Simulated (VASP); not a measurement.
Al:

```
Al
1.0
     3.70975    0.00000    0.00000
    -1.85488    3.21274    0.00000
     0.00000    0.00000    4.21596
Al
3
Cartesian
  0.8050 0.0000 0.7027
  -0.4025 0.6972 3.5133
  1.4524 2.5156 2.1080
```

```yaml
Program: VASP 6.6.1
Task: relaxation of cell and atoms
Functional: PBE
Potentials_or_basis: VASP PAW PBE potentials, release 64 (Al)
Cutoff: 500 eV
k_mesh: 6 × 6 × 4
Occupations: gaussian, width 0.1 eV
Spin: no spin polarisation
```

At the start: pressure 49.5 GPa; volume 16.75 Å³/atom.

Q: Where does the relaxation end?

A: Over 50 steps the energy falls by 2354.1 meV/atom and the volume is 16.41 Å³/atom (-2.0 %); space group P3_221 (No. 154, to 0.05 Å).

The path:
```csv
step,energy change (eV),largest force (eV/Å),pressure (GPa),volume (Å³)
1,0.0000,10.6827,49.51,50.25
3,-5.5873,0.5430,-5.36,71.05
5,-5.6002,0.8143,-3.81,68.67
7,-5.7752,0.7079,-2.01,64.44
9,-5.9275,0.1288,1.60,59.06
11,-5.9443,0.0029,-0.33,60.98
13,-5.9511,0.0174,-1.07,61.67
15,-6.0518,0.1035,-4.58,65.13
17,-6.0533,0.1209,-5.45,66.01
19,-6.0590,0.1100,-5.02,65.54
21,-6.0620,0.1265,-5.48,65.85
23,-6.0671,0.1209,-5.25,65.62
25,-6.1009,0.1270,-4.71,64.60
27,-6.1953,0.1456,-2.19,60.61
29,-6.2306,0.1667,0.73,56.85
31,-6.2480,0.1530,1.10,56.23
33,-6.3265,0.0539,1.58,54.51
35,-6.9395,0.1025,6.42,46.24
37,-6.9586,0.0581,7.56,45.65
39,-6.9555,0.0626,8.51,45.25
41,-6.9784,0.0646,7.45,45.63
43,-7.0530,0.0520,2.20,48.05
45,-7.0617,0.0461,-0.14,49.38
47,-7.0617,0.0468,0.13,49.22
49,-7.0620,0.0429,0.11,49.23
50,-7.0624,0.0371,0.08,49.24
```

Final structure:
```cif
data_structure
_symmetry_space_group_name_H-M 'P 1'
_symmetry_Int_Tables_number 1
_cell_length_a 2.8527
_cell_length_b 2.8527
_cell_length_c 6.9874
_cell_angle_alpha 90.000
_cell_angle_beta 90.000
_cell_angle_gamma 120.000
_cell_volume 49.24
loop_
_atom_site_label
_atom_site_type_symbol
_atom_site_fract_x
_atom_site_fract_y
_atom_site_fract_z
_atom_site_occupancy
Al1 Al 0.34096 0.00000 0.16667 1
Al2 Al 0.00000 0.34096 0.83333 1
Al3 Al 0.65904 0.65904 0.50000 1
```

Caveat: the k points lie up to 0.42 Å⁻¹ apart in the final cell.
